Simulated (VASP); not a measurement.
# Al4Ni (Im-3m) in VASP: a series of runs

Al4Ni is run at these levels: PBE; tasks: single point, relaxation of cell and atoms.

Program: VASP 6.6.1. These are calculated values, not measurements. Logs are shortened: lines on timing, memory, paths and dates and some standing lists are left out, and cuts for length are marked.

## (1) The cell of the first run

The structure is cubic, space group Im-3m (No. 229). Conventional cell: a = 5.596 Å, b = 5.596 Å, c = 5.596 Å, α = 90.00°, β = 90.00°, γ = 90.00°. Al (site symmetry -3m) has 2 Ni at 2.42 Å and 6 Al at 2.80 Å within 3.2 Å. Ni (site symmetry m-3m) has 8 Al at 2.42 Å within 3.2 Å.

The cell was generated, and may not be a known phase.

## (2) Single point, PBE

Contents of INCAR:

```
SYSTEM = Al4Ni
PREC = Accurate
ENCUT = 520
EDIFF = 1E-7
ISMEAR = 0
SIGMA = 0.1
LREAL = .False.
LASPH = .True.
NELM = 80
ALGO = Normal
ISIF = 2
LWAVE = .False.
LCHARG = .False.
GGA = PE
NBANDS = 19
```

Contents of KPOINTS:

```
regular mesh
0
Gamma
  10 10 10
  0 0 0
```

Contents of POSCAR:

```
Al4Ni
1.0
   -2.7977995733      2.7977995733      2.7977995733
    2.7977995733     -2.7977995733      2.7977995733
    2.7977995733      2.7977995733     -2.7977995733
Al Ni
4 1
Direct
    0.0000000000      0.0000000000      0.5000000000
    0.5000000000      0.0000000000      0.0000000000
    0.5000000000      0.5000000000      0.5000000000
    0.0000000000      0.5000000000      0.0000000000
    0.0000000000      0.0000000000      0.0000000000
```

Potentials or basis: VASP PAW PBE potentials, release 64 (Al, Ni).

The run is started by

```console
cat potpaw_PBE.64/Al/POTCAR potpaw_PBE.64/Ni/POTCAR > POTCAR
mpirun -np 1 vasp_std > vasp.out
```

OUTCAR:

```text
SYSTEM = Al4Ni
   PREC = Accurate
   ENCUT = 520
   EDIFF = 1E-7
   ISMEAR = 0
   LREAL = .False.
   LASPH = .True.
   NELM = 80
   ISIF = 2
   GGA = PE

 ion  position               nearest neighbor table
   1  0.000  0.000  0.500-   5 2.42   5 2.42   4 2.80   2 2.80   3 2.80   4 2.80   2 2.80   3 2.80

   2  0.500  0.000  0.000-   5 2.42   5 2.42   4 2.80   1 2.80   3 2.80   3 2.80   1 2.80   4 2.80

   3  0.500  0.500  0.500-   5 2.42   5 2.42   4 2.80   1 2.80   2 2.80   4 2.80   1 2.80   2 2.80

   4  0.000  0.500  0.000-   5 2.42   5 2.42   3 2.80   1 2.80   2 2.80   1 2.80   3 2.80   2 2.80

   5  0.000  0.000  0.000-   1 2.42   2 2.42   3 2.42   4 2.42   1 2.42   4 2.42   2 2.42   3 2.42

  LATTYP: Found a body centered cubic cell.
 ALAT       =     5.5955991466

  Lattice vectors:

 A1 = (  -2.7977995733,   2.7977995733,   2.7977995733)
 A2 = (   2.7977995733,  -2.7977995733,   2.7977995733)
 A3 = (   2.7977995733,   2.7977995733,  -2.7977995733)

Analysis of symmetry for initial positions (statically):
=====================================================================
 Subroutine PRICEL returns:
 Original cell was already a primitive cell.

 Routine SETGRP: Setting up the symmetry group for a
 body centered cubic supercell.

 Subroutine GETGRP returns: Found 48 space group operations
 (whereof 48 operations were pure point group operations)
 out of a pool of 48 trial point group operations.

The static configuration has the point symmetry O_h .

Analysis of symmetry for dynamics (positions and initial velocities):
=====================================================================
 Subroutine PRICEL returns:
 Original cell was already a primitive cell.

 Routine SETGRP: Setting up the symmetry group for a
 body centered cubic supercell.

 Subroutine GETGRP returns: Found 48 space group operations
 (whereof 48 operations were pure point group operations)
 out of a pool of 48 trial point group operations.

The dynamic configuration has the point symmetry O_h .

 Subroutine INISYM returns: Found 48 space group operations
 (whereof 48 operations are pure point group operations),
 and found     1 'primitive' translations

----------------------------------------------------------------------------------------

                                     Primitive cell

  volume of cell :      87.6011

  direct lattice vectors                    reciprocal lattice vectors
    -2.797799573  2.797799573  2.797799573     0.000000000  0.178711872  0.178711872
     2.797799573 -2.797799573  2.797799573     0.178711872  0.000000000  0.178711872
     2.797799573  2.797799573 -2.797799573     0.178711872  0.178711872  0.000000000

  length of vectors
     4.845931010  4.845931010  4.845931010     0.252736754  0.252736754  0.252736754

  position of ions in fractional coordinates (direct lattice)
     0.000000000  0.000000000  0.500000000
     0.500000000  0.000000000  0.000000000
     0.500000000  0.500000000  0.500000000
     0.000000000  0.500000000  0.000000000
     0.000000000  0.000000000  0.000000000

  ion indices of the primitive-cell ions
   primitive index   ion index
                 1           1
                 2           2
                 3           3
                 4           4
                 5           5

----------------------------------------------------------------------------------------

 KPOINTS: regular mesh

Automatic generation of k-mesh.
 Grid dimensions read from file:
 generate k-points for:   10   10   10

 Generating k-lattice:

  Cartesian coordinates                     Fractional coordinates (reciprocal lattice)
     0.000000000  0.017871187  0.017871187     0.100000000  0.000000000  0.000000000
     0.017871187  0.000000000  0.017871187     0.000000000  0.100000000  0.000000000
     0.017871187  0.017871187  0.000000000     0.000000000  0.000000000  0.100000000

  Length of vectors
     0.025273675  0.025273675  0.025273675

  Shift w.r.t. Gamma in fractional coordinates (k-lattice)
     0.000000000  0.000000000  0.000000000

 Subroutine IBZKPT returns following result:
 ===========================================

 Found     47 irreducible k-points:

 Following reciprocal coordinates:
            Coordinates               Weight
  0.000000  0.000000  0.000000      1.000000
  0.100000  0.000000  0.000000     12.000000
  0.200000  0.000000  0.000000     12.000000
  0.300000  0.000000  0.000000     12.000000
  0.400000  0.000000  0.000000     12.000000
  0.500000  0.000000  0.000000      6.000000
[... 16 lines left out ...]
  0.300000  0.300000  0.100000      8.000000
 -0.300000  0.300000  0.100000     24.000000
 [... further k-points ...]
   k-points           NKPTS =     47   k-points in BZ     NKDIM =     47   number of bands    NBANDS=     19
   number of dos      NEDOS =    301   number of ions     NIONS =      5
   total plane-waves  NPLWV =  46656
   dimension x,y,z NGX =    36 NGY =   36 NGZ =   36
   dimension x,y,z NGXF=    72 NGYF=   72 NGZF=   72
   ions per type =               4   1
   NGX,Y,Z   is equivalent  to a cutoff of  12.35, 12.35, 12.35 a.u.
   NGXF,Y,Z  is equivalent  to a cutoff of  24.70, 24.70, 24.70 a.u.
 SYSTEM =  Al4Ni
   PREC   = accura    normal or accurate (medium, high low for compatibility)
   ISTART =      0    job   : 0-new  1-cont  2-samecut
   ICHARG =      2    charge: 1-file 2-atom 10-const
   ISPIN  =      1    spin polarized calculation?
   LNONCOLLINEAR =      F non collinear calculations
   LSORBIT =      F    spin-orbit coupling
   LASPH  =      T    aspherical Exc in radial PAW
   ENCUT  =  520.0 eV  38.22 Ry    6.18 a.u.   9.01  9.01  9.01*2*pi/ulx,y,z
   NELM   =     80;   NELMIN=  2; NELMDL= -5     # of ELM steps
   EDIFF  = 0.1E-06   stopping-criterion for ELM
   LREAL  =      F    real-space projection
   EDIFFG = 0.1E-05   stopping-criterion for IOM
   NSW    =      0    number of steps for IOM
   IBRION =     -1    ionic relax: 0-MD 1-quasi-New 2-CG
   NFREE  =      0    steps in history (QN), initial steepest desc. (CG)
   ISIF   =      2    stress and relaxation
   ISYM   =      2    0-nonsym 1-usesym 2-fastsym
   POTIM  = 0.5000    time-step for ionic-motion
   TEBEG  =    0.0;   TEEND  =   0.0 temperature during run
   PSTRESS=    0.0 pullay stress
   NELECT =      22.0000    total number of electrons
   NUPDOWN=      -1.0000    fix difference up-down
   EMIN   =  10.00;   EMAX   =-10.00  energy-range for DOS
   EFERMI =   0.00;   METHOD = LEGACY
   ISMEAR =     0;   SIGMA  =   0.10  broadening in eV -4-tet -1-fermi 0-gaus
   EFERMI_NEDOS =   21; number of points for ismear=-14 and -15
   IALGO  =     38    algorithm
   IMIX   =      4    mixing-type and parameters
     AMIX     =   0.40;   BMIX     =  1.00
     AMIX_MAG =   1.60;   BMIX_MAG =  1.00
  volume/ion in A,a.u.               =      17.52       118.23
  Fermi-wavevector in a.u.,A,eV,Ry     =   1.032870  1.951842 14.514982  1.066821
  Thomas-Fermi vector in A             =   2.167089
   LORBIT       =      0    0 simple, 1 ext, 2 COOP (PROOUT), +10 PAW based schemes
   GGA     = PE    functional components
   LHFCALC =     F    Hartree Fock is set to
   AEXX    =    0.0000 exact exchange contribution
   IVDW    =     0    specifies the selected vdW correction
   LEPSILON=     F    determine dielectric tensor
   LRPA    =     F    only Hartree local field effects (RPA)
 non-spin polarized calculation
 Gauss-broadening in eV      SIGMA  =   0.10
  energy-cutoff  :      520.00
  volume of cell :       87.60
 maximum number of plane-waves:      2388
   NGX = 19   NGY = 19   NGZ = 19

 number of electron      21.9999985 magnetization

 Free energy of the ion-electron system (eV)
  ---------------------------------------------------
  ext. energy  EPLUGINS =         0.00000000
  ---------------------------------------------------
  free energy    TOTEN  =       -20.91853180 eV

  energy without entropy =      -20.90265576  energy(sigma->0) =      -20.91059378

 E-fermi :   6.5808     XC(G=0):  -9.9798

 val. band max:        6.5521401648   @ k =  -0.4000   0.5000   0.2000
 cond. band min:       6.5959008155   @ k =   0.5000   0.5000   0.2000
 fundamental gap:      0.0437606507
 Fermi energy:         6.5807558506

 k-point     1 :       0.0000    0.0000    0.0000
  band No.  band energies     occupation
      1      -3.3298      2.00000
      2       2.8733      2.00000
      3       2.8733      2.00000
      4       2.8733      2.00000
      5       3.9266      2.00000
      6       3.9266      2.00000
[... 11 lines left out ...]
     18       9.1900      0.00000
     19      14.4236      0.00000

 k-point     2 :       0.1000    0.0000    0.0000
  band No.  band energies     occupation
      1      -3.2365      2.00000
      2       2.7312      2.00000
      3       2.7941      2.00000
      4       2.8720      2.00000
      5       3.8626      2.00000
      6       3.9093      2.00000
[... 11 lines left out ...]
     18       9.6401      0.00000
     19      12.8801      0.00000

 k-point     3 :       0.2000    0.0000    0.0000
  band No.  band energies     occupation
      1      -2.9582      2.00000
      2       2.1052      2.00000
      3       2.6055      2.00000
      4       2.8687      2.00000
      5       3.5512      2.00000
      6       3.7550      2.00000
[... 11 lines left out ...]
     18      10.9626      0.00000
     19      11.5272      0.00000

 k-point     4 :       0.3000    0.0000    0.0000
  band No.  band energies     occupation
      1      -2.5000      2.00000
      2       1.0653      2.00000
      3       2.4016      2.00000
      4       2.8646      2.00000
      5       3.2017      2.00000
      6       3.7120      2.00000
[... 11 lines left out ...]
     18      11.2536      0.00000
     19      11.4714      0.00000

 k-point     5 :       0.4000    0.0000    0.0000
  band No.  band energies     occupation
      1      -1.8795      2.00000
      2       0.0119      2.00000
      3       2.2543      2.00000
      4       2.8614      2.00000
      5       3.0079      2.00000
      6       3.6837      2.00000
[... 11 lines left out ...]
     18      11.8919      0.00000
     19      12.7454      0.00000

 k-point     6 :       0.5000    0.0000    0.0000
  band No.  band energies     occupation
      1      -1.3229      2.00000
      2      -0.6972      2.00000
      3       2.2015      2.00000
      4       2.8601      2.00000
      5       2.9420      2.00000
      6       3.6107      2.00000
[... 11 lines left out ...]
     18      12.9949      0.00000
     19      13.4590      0.00000

 k-point     7 :       0.1000    0.1000    0.0000
  band No.  band energies     occupation
      1      -3.0507      2.00000
      2       2.5007      2.00000
      3       2.5122      2.00000
      4       2.8348      2.00000
      5       3.6876      2.00000
      6       3.7610      2.00000
[... 11 lines left out ...]
     18      10.4282      0.00000
     19      11.7358      0.00000

 k-point     8 :       0.2000    0.1000    0.0000
  band No.  band energies     occupation
      1      -2.6821      2.00000
      2       1.6530      2.00000
      3       2.2305      2.00000
      4       2.7072      2.00000
      5       3.3897      2.00000
      6       3.6733      2.00000
[... 256 lines left out ...]
 k-point    20 :       0.2000    0.2000    0.1000
  band No.  band energies     occupation
      1      -1.7860      2.00000
      2       0.7608      2.00000
      3       1.0439      2.00000
      4       1.6675      2.00000
      5       3.5572      2.00000
      6       3.7594      2.00000
[... 11 lines left out ...]
     18      12.5347      0.00000
     19      13.1071      0.00000

 k-point    21 :       0.3000    0.2000    0.1000
  band No.  band energies     occupation
      1      -1.1344      2.00000
      2      -0.0665      2.00000
      3       0.7829      2.00000
      4       1.5291      2.00000
      5       3.6432      2.00000
      6       3.7337      2.00000
[... 11 lines left out ...]
     18      11.9282      0.00000
     19      12.5964      0.00000

 k-point    22 :      -0.2000    0.2000    0.1000
  band No.  band energies     occupation
      1      -2.8655      2.00000
      2       2.1312      2.00000
      3       2.3918      2.00000
      4       2.9881      2.00000
      5       3.4056      2.00000
      6       3.5392      2.00000
[... 11 lines left out ...]
     18      10.9337      0.00000
     19      11.2297      0.00000

 k-point    23 :       0.3000    0.3000    0.1000
  band No.  band energies     occupation
      1      -0.7228      2.00000
      2       0.0441      2.00000
      3       0.0441      2.00000
      4       1.4594      2.00000
      5       3.7039      2.00000
      6       3.7039      2.00000
[... 11 lines left out ...]
     18      11.2088      0.00000
     19      12.0999      0.00000

 k-point    24 :      -0.3000    0.3000    0.1000
  band No.  band energies     occupation
      1      -2.4079      2.00000
      2       1.1360      2.00000
      3       2.1506      2.00000
      4       3.0223      2.00000
      5       3.0427      2.00000
      6       3.4936      2.00000
[... 11 lines left out ...]
     18      11.9556      0.00000
     19      12.4348      0.00000

 [... further k-points ...]
[... 5 lines left out ...]
  --------------------------------------------------------------------------------------
  -------------------------------------------------------------------------------------
  Total       -0.0135664     -0.0135664     -0.0135664      0.0000000      0.0000000      0.0000000
  in kB       -0.2481224     -0.2481224     -0.2481224      0.0000000      0.0000000      0.0000000
  external PRESSURE =      -0.2481224 kB  Pullay stress =       0.0000000 kB

 VOLUME and BASIS-vectors are now :
 -----------------------------------------------------------------------------
  energy-cutoff  :      520.00
  volume of cell :       87.60
      direct lattice vectors                 reciprocal lattice vectors
    -2.797799573  2.797799573  2.797799573     0.000000000  0.178711872  0.178711872
     2.797799573 -2.797799573  2.797799573     0.178711872  0.000000000  0.178711872
     2.797799573  2.797799573 -2.797799573     0.178711872  0.178711872  0.000000000

 POSITION                                       TOTAL-FORCE (eV/Angst)
 -----------------------------------------------------------------------------------
      1.39890      1.39890     -1.39890         0.000000     -0.000000     -0.000000
     -1.39890      1.39890      1.39890         0.000000      0.000000      0.000000
      1.39890      1.39890      1.39890        -0.000000      0.000000     -0.000000
      1.39890     -1.39890      1.39890        -0.000000     -0.000000     -0.000000
      0.00000      0.00000      0.00000        -0.000000      0.000000      0.000000
 -----------------------------------------------------------------------------------
    total drift:                               -0.000000     -0.000000     -0.000000

  FREE ENERGIE OF THE ION-ELECTRON SYSTEM (eV)
  ---------------------------------------------------
  free  energy   TOTEN  =       -20.9185317992 eV

  energy  without entropy=      -20.9026557616  energy(sigma->0) =      -20.91059378
```

Wall time 67 s (1 thread of Intel Xeon Platinum 8259CL at 2.50GHz (Skylake/Cascade Lake), shared host); peak memory 0.24 GiB.

What came out:

| Item | Value |
| --- | --- |
| Free energy | -20.9185 eV |
| Pressure | 0.0 GPa |
| Band gap on the k mesh | zero (bands 11 and 12 overlap by 2.16 eV) |

Levels at points of the mesh, in eV from the Fermi level:
```
           k point  band 8  band 9  band 10  band 11  band 12  band 13  band 14  band 15
(0.00, 0.00, 0.00)   -1.83   -1.83    -0.68    -0.68    -0.68     0.75     0.79     0.79
(0.50, 0.00, 0.00)   -2.72   -2.43    -1.06    -0.91     0.70     2.06     2.49     3.21
(0.50, 0.50, 0.50)   -3.05   -3.05    -1.44    -1.44     3.24     3.24     3.24     4.50
```

Spin polarisation is off, so any magnetic state and its effect on volume and gap are missing.

(Part 1 of 2 ends here.)

The gap in the log of VASP goes by the Fermi energy; the results here count the filled bands.